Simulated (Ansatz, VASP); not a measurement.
## WSe2: VASP beside Ansatz

POSCAR

```
WSe2
1.0
    3.3630926442      0.0000000000      0.0000000000
   -1.6815463221      2.9125236652      0.0000000000
    0.0000000000      0.0000000000     13.4021714208
W Se
2 4
Direct
    0.6666666667      0.3333333333      0.2500252499
    0.3333333333      0.6666666667      0.7499747501
    0.3333333333      0.6666666667      0.3728355170
    0.6666666667      0.3333333333      0.8727850207
    0.3333333333      0.6666666667      0.1272149793
    0.6666666667      0.3333333333      0.6271644830
```

INCAR.step1

```
PREC = Accurate ; ENCUT = 520
ISMEAR = 0 ; SIGMA = 0.01
LREAL = F ; LASPH = T
NELM = 60 ; NBANDS = 35
GGA = PE ; ALGO = Normal
EDIFF = 1E-4 ; LWAVE = T
LCHARG = F
```

The input INCAR.step2:

```
PREC = Accurate ; ENCUT = 520
EDIFF = 1E-6 ; ISMEAR = 0
SIGMA = 0.01 ; LREAL = F
LASPH = T ; NELM = 60
ALGO = Normal ; ISIF = 2
LWAVE = F ; LCHARG = F
METAGGA = R2SCAN ; LMIXTAU = T
NBANDS = 35 ; ISTART = 1
```

Contents of KPOINTS:

```
Automatic mesh
0
Gamma
  12 12 2
```

Input for Ansatz:

```yaml
crystal:
  lattice:
    - [3.3630926442, 0.0, 0.0]
    - [-1.6815463221, 2.9125236652, 0.0]
    - [0.0, 0.0, 13.4021714208]
  atoms:
    - { symbol: W, position: [0.6666666667, 0.3333333333, 0.2500252499] }
    - { symbol: W, position: [0.3333333333, 0.6666666667, 0.7499747501] }
    - { symbol: Se, position: [0.3333333333, 0.6666666667, 0.372835517] }
    - { symbol: Se, position: [0.6666666667, 0.3333333333, 0.8727850207] }
    - { symbol: Se, position: [0.3333333333, 0.6666666667, 0.1272149793] }
    - { symbol: Se, position: [0.6666666667, 0.3333333333, 0.627164483] }
kpoints:
  mp_grid: { grid: [12, 12, 2] }
  band_path:
    path:
      - [0.0, 0.0, 0.0]
      - [0.5, 0.0, 0.0]
      - [0.3333333333, 0.3333333333, 0.0]
      - [0.0, 0.0, 0.5]
      - [0.5, 0.0, 0.5]
      - [0.3333333333, 0.3333333333, 0.5]
    npoints: 1
hamiltonian:
  xc: r2scan
scf:
  occupations: { method: fixed }
  n_extra_bands: 5
output:
  forces: true
  stress: true
  eigenvalues: true
  write_density: true
  write_potential: true
  elf: true
  volumetric_format: npy
```

Change from the starting cell: hydrostatic strain +1.9%.

Alike in both runs: task single point; functional r2SCAN; k mesh 12 × 12 × 2; no spin polarisation.

```csv
,VASP,Ansatz
version,VASP 6.6.1,Ansatz 0.2.0
potentials or method,"VASP PAW PBE potentials, release 64 (W_sv, Se)","plane waves, PAW"
plane-wave cutoff (eV),520,500
occupations,"gaussian, width 0.01 eV",fixed
valence electrons in the cell,52,92
```

VASP gave:

| Item | Value |
| --- | --- |
| gap on the k mesh at the Fermi level (eV) | 1.07 |
| pressure (GPa) | -1.8 |
| traceless stress, the component that is largest in VASP (GPa) | 2.22 |
| rms of the force components (eV/Å) | 0.003 |

Task: Estimate Ansatz's values.

Result: gap on the k mesh at the Fermi level (eV): 1.07; pressure (GPa): -2.1; traceless stress, the component that is largest in VASP (GPa): 2.19; rms of the force components (eV/Å): 0.017.

VASP's potentials were made for PBE, not for r2SCAN. Atom by atom the forces differ by 0.020 eV/Å (rms over components). VASP's potentials hold 52 valence electrons a cell and Ansatz's 92, so a difference there can come from the potentials and not from the codes.

Neither program's run includes spin-orbit coupling.
